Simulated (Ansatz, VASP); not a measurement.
**TiTe2 in VASP and in Ansatz**

Contents of INCAR:

```
SYSTEM = TiTe2
ALGO     = Normal         ! electronic algorithm
EDIFF    = 1E-6           ! SCF threshold, eV
EDIFFG   = -0.01          ! ionic threshold
ENCUT    = 600            ! plane-wave cutoff, eV
GGA      = PS             ! functional
IBRION   = 2              ! ionic algorithm
ISIF     = 3              ! what is computed and relaxed
ISMEAR   = -1             ! smearing method
LASPH    = .TRUE.         ! aspherical terms in the spheres
LCHARG   = .FALSE.        ! write CHGCAR
LREAL    = .FALSE.        ! projectors in reciprocal space
LWAVE    = .FALSE.        ! write WAVECAR
NELM     = 60             ! most SCF steps
NSW      = 80             ! ionic steps
PREC     = Accurate       ! precision mode
SIGMA    = 0.1            ! smearing width, eV
```

Contents of KPOINTS:

```
k-points
0
G
  10 10 5
  0 0 0
```

Contents of POSCAR:

```
TiTe2
1.0
    3.7770000000      0.0000000000      0.0000000000
   -1.8885000000      3.2709779500      0.0000000000
    0.0000000000      0.0000000000      6.4980000000
Ti Te
1 2
Direct
    0.0000000000      0.0000000000      0.0000000000
    0.6666666700      0.3333333300      0.2628000000
    0.3333333300      0.6666666700      0.7372000000
```

Input for Ansatz:

```yaml
crystal:
  lattice:
    - [3.777, 0.0, 0.0]
    - [-1.8885, 3.27097795, 0.0]
    - [0.0, 0.0, 6.498]
  atoms:
    - { symbol: Ti, position: [0.0, 0.0, 0.0] }
    - { symbol: Te, position: [0.66666667, 0.33333333, 0.2628] }
    - { symbol: Te, position: [0.33333333, 0.66666667, 0.7372] }
  symmetry: { tolerance: 0.0003 }
hamiltonian:
  xc: pbesol
  pseudopotentials: { kind: paw, azcp: { folder: soft_1 } }
basis:
  ecutwfc: 420
magnetization:
  spin_polarized: false
scf:
  occupations: { method: fermi_dirac, width: 0.1 }
kpoints:
  mp_grid: { grid: [10, 10, 5], shift: [0, 0, 0] }
output:
  forces: true
  stress: true
  eigenvalues: true
relax:
  max_steps: 60
  cell: {}
```

Alike in both runs: task relaxation of cell and atoms; functional PBEsol; k mesh 10 × 10 × 5; occupations fermi-dirac, width 0.1 eV; no spin polarisation.

|  | VASP | Ansatz |
| --- | --- | --- |
| version | VASP 6.6.1 | Ansatz 0.2.0 |
| potentials or method | VASP PAW PBE potentials, release 64 (Ti_sv, Te), cutoff 600 eV | PAW plane waves |
| valence electrons in the cell | 24 | 44 |

|  | VASP | Ansatz | Ansatz less VASP |
| --- | --- | --- | --- |
| gap on the k mesh at the Fermi level, each at its own relaxed structure (eV) | none | none | - |
| relaxed volume (Å³/atom) | 25.40 | 25.42 | +0.013 |
| relaxed length of the cell vector where the two differ most in proportion (Å) | 6.428 | 6.433 | +0.0050 |

VASP's potentials were made for PBE, not for PBEsol, and Ansatz warns of the same on its side. A gap of «none» marks a metal or a gap that the smearing closes. VASP's potentials hold 24 valence electrons a cell and Ansatz's 44, so a difference there can come from the potentials and not from the codes.

Neither program's run includes spin-orbit coupling.
